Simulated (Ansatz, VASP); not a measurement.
## SnTe: VASP beside Ansatz

```
CELL_PARAMETERS angstrom
0.00000 3.08223 3.19122
3.08223 0.00000 3.19122
3.08223 3.08223 0.00000
ATOMIC_POSITIONS crystal
Sn 0.00000 0.00000 0.00000
Te 0.50000 0.50000 0.50000
```

Change from the starting cell: mode 4 frozen in at +0.000 Å, strain +e along z and -e/2 along x and y +0.0233.

Alike in both runs: task single point; functional LDA; k mesh 10 × 10 × 10; occupations gaussian, width 0.03 eV; no spin polarisation.

|  | VASP | Ansatz |
| --- | --- | --- |
| version | VASP 6.6.1 | Ansatz 0.2.0 |
| potentials or method | VASP PAW LDA potentials, release 64 (Sn_d, Te), cutoff 520 eV | scalar-relativistic, plane waves, PAW |
| valence electrons in the cell | 20 | 30 |

|  | VASP | Ansatz | Ansatz less VASP |
| --- | --- | --- | --- |
| gap on the k mesh at the Fermi level (eV) | 0.29 | 0.28 | -0.016 |
| least direct gap on the mesh (eV) | 0.29 | 0.28 | -0.016 |
| pressure (GPa) | 0.2 | 0.1 | -0.04 |
| traceless stress, the component that is largest in VASP (GPa) | -3.09 | -3.07 | +0.024 |

LDA's correlation is that of Perdew and Zunger in VASP and of Perdew and Wang (1992) in Ansatz. VASP's potentials hold 20 valence electrons a cell and Ansatz's 30, so a difference there can come from the potentials and not from the codes.

Spin-orbit coupling is off throughout.
